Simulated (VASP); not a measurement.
Wanted: the native input for a VASP 6.6.1 run.

```yaml
Task: single point
Functional: PBE
Potentials_or_basis: VASP PAW PBE potentials, release 64 (Zn, S)
Cutoff: 520 eV
k_mesh: 14 × 14 × 14
Occupations: fermi-dirac, width 0.08 eV
Spin: no spin polarisation
Dipole_correction: no
Further_INCAR_settings: ALGO = Normal; EDIFF = 1e-06; NBANDS = 16
```

The structure of ZnS (zincblende type) lies in POSCAR:

```
ZnS
1.0
    0.0000000000      2.2300134159      2.2300134159
    2.2300134159      0.0000000000      2.2300134159
    2.2300134159      2.2300134159      0.0000000000
Zn S
1 1
Direct
    0.0000000000      0.0000000000      0.0000000000
    0.2500000000      0.2500000000      0.2500000000
```

One way to write it, as run:

INCAR

```
SYSTEM = ZnS
  PREC = Accurate
  ENCUT = 520
  EDIFF = 1E-6
  ISMEAR = -1
  SIGMA = 0.08
  LREAL = .FALSE.
  LASPH = .TRUE.
  NELM = 80
  ALGO = Normal
  ISIF = 2
  LWAVE = .FALSE.
  LCHARG = .FALSE.
  GGA = PE
  NBANDS = 16
```

KPOINTS

```
regular mesh
0
G
  14 14 14
  0 0 0
```

Potentials or basis: VASP PAW PBE potentials, release 64 (Zn, S).

Launch:

```console
$ cat potpaw_PBE.64/Zn/POTCAR potpaw_PBE.64/S/POTCAR > POTCAR
$ mpirun -np 1 vasp_std > vasp.out
```

It gave:

| Item | Value |
| --- | --- |
| Pressure | 156.4 GPa |
| Band gap on the k mesh | 1.55 eV (least direct gap 4.89 eV) |

Caveat: the cell stands under pressure.

Wall time 27 s on 1 thread of Intel(R) Xeon(R) Platinum 8259CL CPU @ 2.50GHz (Skylake/Cascade Lake), on a shared host, peak memory 0.16 GiB.
